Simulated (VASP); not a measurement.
A run of VASP 6.6.1 is set up as follows.

INCAR

```
PREC = Accurate ; ENCUT = 520
EDIFF = 1E-6 ; ISMEAR = 0
SIGMA = 0.05 ; LREAL = Auto
LASPH = True ; NELM = 60
ALGO = Normal ; ISIF = 2
LWAVE = False ; LCHARG = False
GGA = PE ; NBANDS = 68
```

KPOINTS

```
Automatic mesh
0
Gamma
  2 2 1
```

POSCAR

```
H3C5
1.0
    5.0487420000      0.0000000000      0.0000000000
    0.0000000000      5.0487420000      0.0000000000
    0.0000000000      0.0000000000     17.1355610000
H C
12 20
Direct
    0.4277869616      0.0000000000      0.0583581711
    0.0722132365      0.0000000000      0.0583581711
    0.9277869616      0.0000000000      0.0583581711
    0.5722132365      0.0000000000      0.0583581711
    0.4277869616      0.5000000000      0.0583581711
    0.0722132365      0.5000000000      0.0583581711
    0.9277869616      0.5000000000      0.0583581711
    0.5722132365      0.5000000000      0.0583581711
    0.7499390937      0.0039120636      0.3590585100
    0.2500175291      0.4957236872      0.3591017534
    0.7500246596      0.4959203699      0.3590784685
    1.2499896014      1.0037591543      0.3590705317
    0.2500000990      0.0000000000      0.0953981022
    0.7500000990      0.0000000000      0.0953981022
    0.2500000990      0.5000000000      0.0953981022
    0.7500000990      0.5000000000      0.0953981022
    0.2500000990      0.2500000990      0.1474827699
    0.7500000990      0.2500000990      0.1474827699
    0.2500000990      0.7500000990      0.1474827699
    0.7500000990      0.7500000990      0.1474827699
    0.0000071305      0.2499810844      0.1957756154
    0.4999982174      0.2499404802      0.1957750318
    0.0000198069      0.7499610794      0.2036061732
    0.4999803912      0.7499398860      0.2036024966
    0.0000140629      0.0165524402      0.2525042512
    0.5000005942      0.0165116379      0.2525034926
    0.0000025749      0.4833429793      0.2525309209
    0.4999651398      0.4833077230      0.2525225174
    0.2499999010      0.0881025412      0.2998623739
    0.7500084179      0.0882295035      0.2998481345
    0.2499838574      0.4116183794      0.2998755045
    0.7499767269      0.4117451436      0.2998584056
```

Potentials or basis: VASP PAW PBE potentials, release 64 (H, C).

The run is started by

```bash
$ cat potpaw_PBE.64/H/POTCAR potpaw_PBE.64/C/POTCAR > POTCAR
$ mpirun -np 1 vasp_std > vasp.out
```

Task: Estimate the largest force.

Result: 8.956 eV/Å.

Task: Predict the band gap on the k mesh.

Result: 1.83 eV.

Forces in eV/Å, atoms in the order of the input:
```
H   -8.956 -0.044  0.077
H    8.956 -0.045  0.077
H   -8.956 -0.045  0.077
H    8.956 -0.044  0.077
H   -8.956  0.044  0.077
H    8.956  0.044  0.077
H   -8.956  0.044  0.077
H    8.956  0.044  0.077
H    0.002 -0.006  0.021
H    0.000  0.012  0.023
H   -0.001  0.010  0.023
H    0.000 -0.006  0.020
C   -0.001 -0.131  0.950
C    0.000 -0.131  0.951
C    0.000  0.131  0.950
C    0.000  0.131  0.950
C    0.000 -0.001 -2.819
C    0.001 -0.002 -2.817
C    0.000 -0.004  0.544
C    0.000 -0.006  0.545
C    0.000 -0.001 -0.009
C   -0.002  0.002 -0.010
C   -0.003  0.001  0.016
C    0.002  0.001  0.016
C   -0.002 -0.031  0.007
C    0.000 -0.027  0.007
C   -0.001  0.034 -0.003
C    0.002  0.037  0.002
C    0.001 -0.001  0.003
C   -0.002 -0.011  0.008
C    0.002  0.007  0.004
C    0.002 -0.003  0.005
```

Caveat: the k points lie up to 0.62 Å⁻¹ apart.
